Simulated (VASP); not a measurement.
CrCoC4N4, 10 atoms in the cell. Symmetry: P-43m, No. 215, cubic system. The conventional cell has a = 5.909 Å, b = 5.909 Å, c = 5.909 Å, α = 90.00°, β = 90.00°, γ = 90.00°. Within 2.7 Å of Cr (site symmetry -43m) lie 4 N at 2.03 Å. Within 2.5 Å of Co (site symmetry -43m) lie 4 C at 1.92 Å. C (site symmetry 3m) has 1 N at 1.17 Å within 1.6 Å. Within 1.6 Å of N (site symmetry 3m) lie 1 C at 1.17 Å. 

* Program: VASP 6.6.1
* Task: single point
* Functional: PBE
* Potentials or basis: VASP PAW PBE potentials, release 64 (Cr_pv, Co, C, N)
* Cutoff: 520 eV
* k mesh: 4 × 4 × 4
* Occupations: gaussian, width 0.1 eV
* Spin: collinear spin, ferromagnetic start
* Starting moments: [-3.0, -3.0, 0.0, 0.0, 0.0, 0.0, 0.0, 0.0, 0.0, 0.0] μB
* Dipole correction: no
* Further INCAR settings: ALGO = Normal; EDIFF = 1e-06; NBANDS = 44

Potentials or basis: VASP PAW PBE potentials, release 64 (Cr_pv, Co, C, N).

Run with:

```bash
$ cat potpaw_PBE.64/Cr_pv/POTCAR potpaw_PBE.64/Co/POTCAR potpaw_PBE.64/C/POTCAR potpaw_PBE.64/N/POTCAR > POTCAR
$ mpirun -np 1 vasp_std > vasp.out
```

Hardware: 1 thread of Intel(R) Xeon(R) Platinum 8488C (Sapphire Rapids) (shared host).

Question: How long does it take, and how much memory?

Answer: Run time: 14 min on 1 thread of Intel(R) Xeon(R) Platinum 8488C (Sapphire Rapids), with other jobs on the host, peak memory 0.51 GiB. Counts: scf iterations 62, k points 10.
